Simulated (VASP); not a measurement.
# N2 in VASP: settings compared

N2 is run at these levels: revpbe exchange, pbe correlation; tasks: single point, relaxation of the atoms.

All numbers are computed with VASP 6.6.1; they aren't measurements. Logs are shortened: lines on timing, memory, paths and dates and some standing lists are left out, and cuts for length are marked.

## Step 1: The cell of the first run

The cell holds a molecule in a box, 2 atoms: a = 9.000 Å, b = 9.500 Å, c = 10.000 Å, α = 90.00°, β = 90.00°, γ = 90.00°.

## Step 2: Single point, revpbe exchange, pbe correlation

INCAR

```
PREC = Accurate ; ENCUT = 520
EDIFF = 1E-6 ; ISMEAR = -1
SIGMA = 0.02 ; LREAL = False
LASPH = True ; NELM = 120
ALGO = Normal ; ISIF = 2
LWAVE = False ; LCHARG = True
GGA = LIBXC ; LIBXC1 = GGA_X_PBE_R
LIBXC2 = GGA_C_PBE ; LELF = True
LVHAR = True ; NBANDS = 12
GGA_COMPAT = False ; NELMDL = -8
```

KPOINTS

```
regular mesh
0
Gamma
  1 1 1
```

POSCAR

```
N
1.0
    9.0000000000      0.0000000000      0.0000000000
    0.0000000000      9.5000000000      0.0000000000
    0.0000000000      0.0000000000     10.0000000000
N
2
Direct
    0.5000000000      0.5000000000      0.4447487403
    0.5000000000      0.5000000000      0.5552512597
```

Potentials or basis: VASP PAW PBE potentials, release 64 (N).

Started as:

```console
> cat potpaw_PBE.64/N/POTCAR > POTCAR
> mpirun -np 1 vasp_gam > vasp.out
```

OUTCAR:

```text
PREC = Accurate
   ENCUT = 520
   EDIFF = 1E-6
   ISMEAR = -1
   LREAL = False
   LASPH = True
   NELM = 120
   ISIF = 2
   GGA = LIBXC
   NELMDL = -8

 ion  position               nearest neighbor table
   1  0.500  0.500  0.445-   2 1.11
   2  0.500  0.500  0.555-   1 1.11

  LATTYP: Found a simple orthorhombic cell.
 ALAT       =     9.0000000000
 B/A-ratio  =     1.0555555556
 C/A-ratio  =     1.1111111111

  Lattice vectors:

 A1 = (   9.0000000000,   0.0000000000,   0.0000000000)
 A2 = (   0.0000000000,   9.5000000000,   0.0000000000)
 A3 = (   0.0000000000,   0.0000000000,  10.0000000000)

Analysis of symmetry for initial positions (statically):
=====================================================================
 Subroutine PRICEL returns:
 Original cell was already a primitive cell.

 Routine SETGRP: Setting up the symmetry group for a
 simple orthorhombic supercell.

 Subroutine GETGRP returns: Found  8 space group operations
 (whereof  8 operations were pure point group operations)
 out of a pool of  8 trial point group operations.

The static configuration has the point symmetry D_2h.

Analysis of symmetry for dynamics (positions and initial velocities):
=====================================================================
 Subroutine PRICEL returns:
 Original cell was already a primitive cell.

 Routine SETGRP: Setting up the symmetry group for a
 simple orthorhombic supercell.

 Subroutine GETGRP returns: Found  8 space group operations
 (whereof  8 operations were pure point group operations)
 out of a pool of  8 trial point group operations.

The dynamic configuration has the point symmetry D_2h.

 Subroutine INISYM returns: Found  8 space group operations
 (whereof  8 operations are pure point group operations),
 and found     1 'primitive' translations

----------------------------------------------------------------------------------------

                                     Primitive cell

  volume of cell :     855.0000

  direct lattice vectors                    reciprocal lattice vectors
     9.000000000  0.000000000  0.000000000     0.111111111  0.000000000  0.000000000
     0.000000000  9.500000000  0.000000000     0.000000000  0.105263158  0.000000000
     0.000000000  0.000000000 10.000000000     0.000000000  0.000000000  0.100000000

  length of vectors
     9.000000000  9.500000000 10.000000000     0.111111111  0.105263158  0.100000000

  position of ions in fractional coordinates (direct lattice)
     0.500000000  0.500000000  0.444748740
     0.500000000  0.500000000  0.555251260

  ion indices of the primitive-cell ions
   primitive index   ion index
                 1           1
                 2           2

----------------------------------------------------------------------------------------

 KPOINTS: regular mesh

Automatic generation of k-mesh.
 Grid dimensions read from file:
 generate k-points for:    1    1    1

 Generating k-lattice:

  Cartesian coordinates                     Fractional coordinates (reciprocal lattice)
     0.111111111  0.000000000  0.000000000     1.000000000  0.000000000  0.000000000
     0.000000000  0.105263158  0.000000000     0.000000000  1.000000000  0.000000000
     0.000000000  0.000000000  0.100000000     0.000000000  0.000000000  1.000000000

  Length of vectors
     0.111111111  0.105263158  0.100000000

  Shift w.r.t. Gamma in fractional coordinates (k-lattice)
     0.000000000  0.000000000  0.000000000

 Subroutine IBZKPT returns following result:
 ===========================================

 Found      1 irreducible k-points:

 Following reciprocal coordinates:
            Coordinates               Weight
  0.000000  0.000000  0.000000      1.000000
   k-points           NKPTS =      1   k-points in BZ     NKDIM =      1   number of bands    NBANDS=     12
   number of dos      NEDOS =    301   number of ions     NIONS =      2
   total plane-waves  NPLWV = 403200
   dimension x,y,z NGX =    70 NGY =   72 NGZ =   80
   dimension x,y,z NGXF=   140 NGYF=  144 NGZF=  160
   ions per type =               2
   NGX,Y,Z   is equivalent  to a cutoff of  12.93, 12.60, 13.30 a.u.
   NGXF,Y,Z  is equivalent  to a cutoff of  25.86, 25.20, 26.60 a.u.
 SYSTEM =  unknown system
   PREC   = accura    normal or accurate (medium, high low for compatibility)
   ISTART =      0    job   : 0-new  1-cont  2-samecut
   ICHARG =      2    charge: 1-file 2-atom 10-const
   ISPIN  =      1    spin polarized calculation?
   LNONCOLLINEAR =      F non collinear calculations
   LSORBIT =      F    spin-orbit coupling
   LASPH  =      T    aspherical Exc in radial PAW
   ENCUT  =  520.0 eV  38.22 Ry    6.18 a.u.  16.73 17.66 18.59*2*pi/ulx,y,z
   NELM   =    120;   NELMIN=  2; NELMDL= -8     # of ELM steps
   EDIFF  = 0.1E-05   stopping-criterion for ELM
   LREAL  =      F    real-space projection
   EDIFFG = 0.1E-04   stopping-criterion for IOM
   NSW    =      0    number of steps for IOM
   IBRION =     -1    ionic relax: 0-MD 1-quasi-New 2-CG
   NFREE  =      0    steps in history (QN), initial steepest desc. (CG)
   ISIF   =      2    stress and relaxation
   ISYM   =      2    0-nonsym 1-usesym 2-fastsym
   POTIM  = 0.5000    time-step for ionic-motion
   TEBEG  =    0.0;   TEEND  =   0.0 temperature during run
   PSTRESS=    0.0 pullay stress
   NELECT =      10.0000    total number of electrons
   NUPDOWN=      -1.0000    fix difference up-down
   EMIN   =  10.00;   EMAX   =-10.00  energy-range for DOS
   EFERMI =   0.00;   METHOD = LEGACY
   ISMEAR =    -1;   SIGMA  =   0.02  broadening in eV -4-tet -1-fermi 0-gaus
   EFERMI_NEDOS =   21; number of points for ismear=-14 and -15
   IALGO  =     38    algorithm
   IMIX   =      4    mixing-type and parameters
     AMIX     =   0.40;   BMIX     =  1.00
     AMIX_MAG =   1.60;   BMIX_MAG =  1.00
  volume/ion in A,a.u.               =     427.50      2884.91
  Fermi-wavevector in a.u.,A,eV,Ry     =   0.371609  0.702239  1.878872  0.138093
  Thomas-Fermi vector in A             =   1.299861
   LORBIT       =      0    0 simple, 1 ext, 2 COOP (PROOUT), +10 PAW based schemes
   GGA     = LIBXC    functional components
   LHFCALC =     F    Hartree Fock is set to
   AEXX    =    0.0000 exact exchange contribution
   IVDW    =     0    specifies the selected vdW correction
   LEPSILON=     F    determine dielectric tensor
   LRPA    =     F    only Hartree local field effects (RPA)
 non-spin polarized calculation
  energy-cutoff  :      520.00
  volume of cell :      855.00
 maximum number of plane-waves:     11510
 NGX is ok and might be reduce to    70
   NGX = 33   NGY = 35   NGZ = 37

 number of electron      10.0000000 magnetization

 Free energy of the ion-electron system (eV)
  ---------------------------------------------------
  ext. energy  EPLUGINS =         0.00000000
  ---------------------------------------------------
  free energy    TOTEN  =       -16.34593464 eV

  energy without entropy =      -16.34593464  energy(sigma->0) =      -16.34593464

 E-fermi :  -9.4098     XC(G=0):  -0.7638

 val. band max:       -9.9823413259   @ k =   0.0000   0.0000   0.0000
 cond. band min:      -1.7887700526   @ k =   0.0000   0.0000   0.0000
 fundamental gap:      8.1935712734
 Fermi energy:        -9.4097841480

 k-point     1 :       0.0000    0.0000    0.0000
  band No.  band energies     occupation
      1     -28.1281      2.00000
      2     -13.3329      2.00000
      3     -11.3619      2.00000
      4     -11.3618      2.00000
      5      -9.9823      2.00000
      6      -1.7888      0.00000
      7      -1.7882      0.00000
      8      -0.2939      0.00000
      9       1.0780      0.00000
     10       1.1531      0.00000
     11       1.2148      0.00000
     12       1.3160      0.00000

------------------------ aborting loop because EDIFF is reached ----------------------------------------

  FORCE on cell =-STRESS in cart. coord.  units (eV):
  Direction    XX          YY          ZZ          XY          YZ          ZX
  --------------------------------------------------------------------------------------
  -------------------------------------------------------------------------------------
  Total       -0.0605393     -0.0586299      1.8749298      0.0000000      0.0000000      0.0000000
  in kB       -0.1134441     -0.1098661      3.5134152      0.0000000      0.0000000      0.0000000
  external PRESSURE =       1.0967017 kB  Pullay stress =       0.0000000 kB

 VOLUME and BASIS-vectors are now :
 -----------------------------------------------------------------------------
  energy-cutoff  :      520.00
  volume of cell :      855.00
      direct lattice vectors                 reciprocal lattice vectors
     9.000000000  0.000000000  0.000000000     0.111111111  0.000000000  0.000000000
     0.000000000  9.500000000  0.000000000     0.000000000  0.105263158  0.000000000
     0.000000000  0.000000000 10.000000000     0.000000000  0.000000000  0.100000000

 POSITION                                       TOTAL-FORCE (eV/Angst)
 -----------------------------------------------------------------------------------
      4.50000      4.75000      4.44749         0.000000      0.000000     -1.777488
      4.50000      4.75000      5.55251         0.000000      0.000000      1.777488
 -----------------------------------------------------------------------------------
    total drift:                                0.000000      0.000000      0.000000

  FREE ENERGIE OF THE ION-ELECTRON SYSTEM (eV)
  ---------------------------------------------------
  free  energy   TOTEN  =       -16.3459346445 eV

  energy  without entropy=      -16.3459346445  energy(sigma->0) =      -16.34593464
```

Wall time 82 s (1 thread of Intel Xeon Platinum 8488C (Sapphire Rapids), shared host); peak memory 0.75 GiB.

Results:

- Free energy: -16.3459 eV
- Largest force: 1.777 eV/Å
- Gap between the frontier levels: 8.19 eV

Forces in eV/Å, atoms in the order of the input:
```
N    0.000  0.000 -1.777
N    0.000  0.000  1.777
```

Caveat: the standard files for N, O and F lose accuracy on very short bonds; the PAW data sets were made with another functional, which shifts forces and pressure a little.

## Step 3: Relaxation of the atoms, revpbe exchange, pbe correlation

INCAR

```
  ALGO = Normal
  EDIFF = 1E-7
  EDIFFG = -0.02
  ENCUT = 520
  GGA = LIBXC
  GGA_COMPAT = False
  IBRION = 2
  ISIF = 2
  ISMEAR = -1
  LASPH = True
  LCHARG = False
  LIBXC1 = GGA_X_PBE_R
  LIBXC2 = GGA_C_PBE
  LREAL = False
  LWAVE = False
  NELM = 120
  NELMDL = -8
  NELMIN = 4
  NSW = 60
  PREC = Accurate
  SIGMA = 0.02
```

KPOINTS

```
k-points
0
Gamma
  1 1 1
```

POSCAR

```
N
1.0
    9.0000000000      0.0000000000      0.0000000000
    0.0000000000      9.5000000000      0.0000000000
    0.0000000000      0.0000000000     10.0000000000
N
2
Direct
    0.5000000000      0.5000000000      0.4445000000
    0.5000000000      0.5000000000      0.5555000000
```

Potentials or basis: VASP PAW PBE potentials, release 64 (N).

Started as:

```console
> cat potpaw_PBE.64/N/POTCAR > POTCAR
> mpirun -np 1 vasp_gam > vasp.out
```

OUTCAR:

```text
EDIFF = 1E-7
   EDIFFG = -0.02
   ENCUT = 520
   GGA = LIBXC
   IBRION = 2
   ISIF = 2
   ISMEAR = -1
   LASPH = True
   LREAL = False
   NELM = 120
   NELMDL = -8
   NELMIN = 4
   NSW = 60
   PREC = Accurate

 ion  position               nearest neighbor table
   1  0.500  0.500  0.444-   2 1.11
   2  0.500  0.500  0.556-   1 1.11

  LATTYP: Found a simple orthorhombic cell.
 ALAT       =     9.0000000000
 B/A-ratio  =     1.0555555556
 C/A-ratio  =     1.1111111111

  Lattice vectors:

 A1 = (   9.0000000000,   0.0000000000,   0.0000000000)
 A2 = (   0.0000000000,   9.5000000000,   0.0000000000)
 A3 = (   0.0000000000,   0.0000000000,  10.0000000000)

Analysis of symmetry for initial positions (statically):
=====================================================================
 Subroutine PRICEL returns:
 Original cell was already a primitive cell.

 Routine SETGRP: Setting up the symmetry group for a
 simple orthorhombic supercell.

 Subroutine GETGRP returns: Found  8 space group operations
 (whereof  8 operations were pure point group operations)
[... 128 lines left out ...]
 NGX is ok and might be reduce to    70
   NGX = 33   NGY = 35   NGZ = 37

--------------------------------------- Ionic step        1  -------------------------------------------

 number of electron      10.0000001 magnetization

 Free energy of the ion-electron system (eV)
  ---------------------------------------------------
  ext. energy  EPLUGINS =         0.00000000
  ---------------------------------------------------
  free energy    TOTEN  =       -16.35279564 eV

  energy without entropy =      -16.35279564  energy(sigma->0) =      -16.35279564

------------------------ aborting loop because EDIFF is reached ----------------------------------------

  FORCE on cell =-STRESS in cart. coord.  units (eV):
  Direction    XX          YY          ZZ          XY          YZ          ZX
  --------------------------------------------------------------------------------------
  -------------------------------------------------------------------------------------
  Total       -0.0586348     -0.0567808      1.0090260      0.0000000      0.0000000      0.0000000
  in kB       -0.1098752     -0.1064011      1.8908054      0.0000000      0.0000000      0.0000000
  external PRESSURE =       0.5581763 kB  Pullay stress =       0.0000000 kB
[... 95 lines left out ...]
--------------------------------------- Ionic step        4  -------------------------------------------

 number of electron      10.0000001 magnetization

 Free energy of the ion-electron system (eV)
  ---------------------------------------------------
  ext. energy  EPLUGINS =         0.00000000
  ---------------------------------------------------
  free energy    TOTEN  =       -16.35595547 eV

  energy without entropy =      -16.35595547  energy(sigma->0) =      -16.35595547

 E-fermi :  -9.5005     XC(G=0):  -0.7761

 val. band max:       -9.9759627076   @ k =   0.0000   0.0000   0.0000
 cond. band min:      -1.9197328341   @ k =   0.0000   0.0000   0.0000
 fundamental gap:      8.0562298735
 Fermi energy:        -9.5004695614

 k-point     1 :       0.0000    0.0000    0.0000
  band No.  band energies     occupation
      1     -27.9477      2.00000
      2     -13.4154      2.00000
      3     -11.2683      2.00000
      4     -11.2683      2.00000
      5      -9.9760      2.00000
      6      -1.9197      0.00000
      7      -1.9193      0.00000
      8      -0.3004      0.00000
      9       1.0674      0.00000
[... 27 lines left out ...]
  FREE ENERGIE OF THE ION-ELECTRON SYSTEM (eV)
  ---------------------------------------------------
  free  energy   TOTEN  =       -16.3559554698 eV

  energy  without entropy=      -16.3559554698  energy(sigma->0) =      -16.35595547

 reached required accuracy - stopping structural energy minimisation
```

OSZICAR:

```text
N       E                     dE             d eps       ncg     rms          rms(c)
DAV:   1     0.113063912649E+03    0.11306E+03   -0.22155E+03    18   0.587E+02
DAV:   2     0.252892364113E+02   -0.87775E+02   -0.87431E+02    35   0.910E+01
DAV:   3    -0.142000551735E+02   -0.39489E+02   -0.39432E+02    19   0.102E+02
DAV:   4    -0.171617044367E+02   -0.29616E+01   -0.29616E+01    26   0.410E+01
[... 54 lines left out ...]
       N       E                     dE             d eps       ncg     rms          rms(c)
DAV:   1    -0.163559556617E+02   -0.20389E-05   -0.65470E-05    18   0.812E-02    0.370E-03
DAV:   2    -0.163559555397E+02    0.12196E-06   -0.77705E-07    18   0.957E-03    0.180E-03
DAV:   3    -0.163559554790E+02    0.60741E-07   -0.24384E-07    18   0.422E-03    0.554E-04
DAV:   4    -0.163559554698E+02    0.91802E-08   -0.38500E-09    18   0.733E-04
   4 F= -.16355955E+02 E0= -.16355955E+02  d E =-.315983E-02
```

CONTCAR:

```text
N
   1.00000000000000
     9.0000000000000000    0.0000000000000000    0.0000000000000000
     0.0000000000000000    9.5000000000000000    0.0000000000000000
     0.0000000000000000    0.0000000000000000   10.0000000000000000
  N
     2
Direct
     0.5000000000000000    0.5000000000000000    0.4441765411240510
     0.5000000000000000    0.5000000000000000    0.5558234588759490

  0.00000000E+00  0.00000000E+00  0.00000000E+00
  0.00000000E+00  0.00000000E+00  0.00000000E+00
```

It took 3.6 min on 1 thread of Intel Xeon Platinum 8488C (Sapphire Rapids), shared host; peak memory 0.78 GiB.

What came out:

* Free energy: -16.3560 eV
* Energy gained by relaxing: 1.6 meV/atom
* Ionic steps: 4
* Gap between the frontier levels: 8.06 eV

The path:
```csv
step,energy change (eV),largest force (eV/Å),pressure (GPa)
1,0.0000,0.9856,0.06
2,0.4638,9.3838,-0.71
3,-0.0032,0.0235,-0.01
4,-0.0032,0.0005,-0.01
```

Final structure:
```
N
1.0
     9.00000    0.00000    0.00000
     0.00000    9.50000    0.00000
     0.00000    0.00000   10.00000
N
2
Direct
  0.50000 0.50000 0.44418
  0.50000 0.50000 0.55582
```

Levels at points of the mesh, in eV from the valence-band top:
```
           k point  band 1  band 2  band 3  band 4  band 5  band 6  band 7  band 8  band 9
(0.00, 0.00, 0.00)  -17.97   -3.44   -1.29   -1.29    0.00    8.06    8.06    9.68   11.04
```

Caveat: the standard files for N, O and F lose accuracy on very short bonds; the PAW data sets were made with another functional, which shifts forces and pressure a little.
